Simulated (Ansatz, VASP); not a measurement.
# BN in VASP and in Ansatz

The input INCAR:

```
SYSTEM = BN
PREC = Accurate ; ENCUT = 520
EDIFF = 1E-6 ; ISMEAR = -1
SIGMA = 0.02 ; LREAL = .False.
LASPH = .True. ; NELM = 100
ALGO = Normal ; ISIF = 2
LWAVE = .False. ; LCHARG = .True.
GGA = PE ; LELF = .True.
LVHAR = .True. ; NBANDS = 11
```

KPOINTS

```
regular mesh
0
Gamma
  12 12 12
  0 0 0
```

File POSCAR:

```
BN
1.0
    0.0087291298      1.7458259515      1.7458259515
    1.7458259515      0.0087291298      1.7458259515
    1.7545550812      1.7545550812     -0.0000000001
B N
1 1
Direct
    0.0000000000      0.0000000000      0.0000000000
    0.5000000000      0.5000000000      0.5000000000
```

Input for Ansatz:

```yaml
crystal:
  lattice:
    - [0.0087291298, 1.7458259515, 1.7458259515]
    - [1.7458259515, 0.0087291298, 1.7458259515]
    - [1.7545550812, 1.7545550812, -1.0e-10]
  atoms:
    - { symbol: B, position: [0.0, 0.0, 0.0] }
    - { symbol: "N", position: [0.5, 0.5, 0.5] }
kpoints:
  mp_grid: { grid: [12, 12, 12] }
  band_path:
    path:
      - [0.0, 0.0, 0.0]
      - [0.5, 0.0, 0.5]
      - [0.625, 0.25, 0.625]
      - [0.375, 0.375, 0.75]
      - [0.5, 0.5, 0.5]
      - [0.5, 0.25, 0.75]
      - [0.166667, 0.166667, 0.333333]
      - [0.5, 0.5, 0.0]
    npoints: 1
hamiltonian:
  xc: pbe
scf:
  occupations: { method: fermi_dirac, width: 0.02 }
  n_extra_bands: 4
output:
  forces: true
  stress: true
  eigenvalues: true
```

Change from the starting cell: shear_xy strain +1.0%.

Alike in both runs: task single point; functional PBE; k mesh 12 × 12 × 12; occupations fermi-dirac, width 0.02 eV; no spin polarisation.

|  | VASP | Ansatz |
| --- | --- | --- |
| version | VASP 6.6.1 | Ansatz 0.2.0 |
| potentials or method | VASP PAW PBE potentials, release 64 (B, N) | plane waves, PAW |
| plane-wave cutoff (eV) | 520 | 420 |
| valence electrons in the cell | 8 | 8 |

```csv
,VASP,Ansatz,Ansatz less VASP
gap on the k mesh at the Fermi level (eV),1.11,1.11,+0.005
pressure (GPa),3.9,4.0,+0.06
"traceless stress, the component that is largest in VASP (GPa)",-6.31,-6.30,+0.013
```
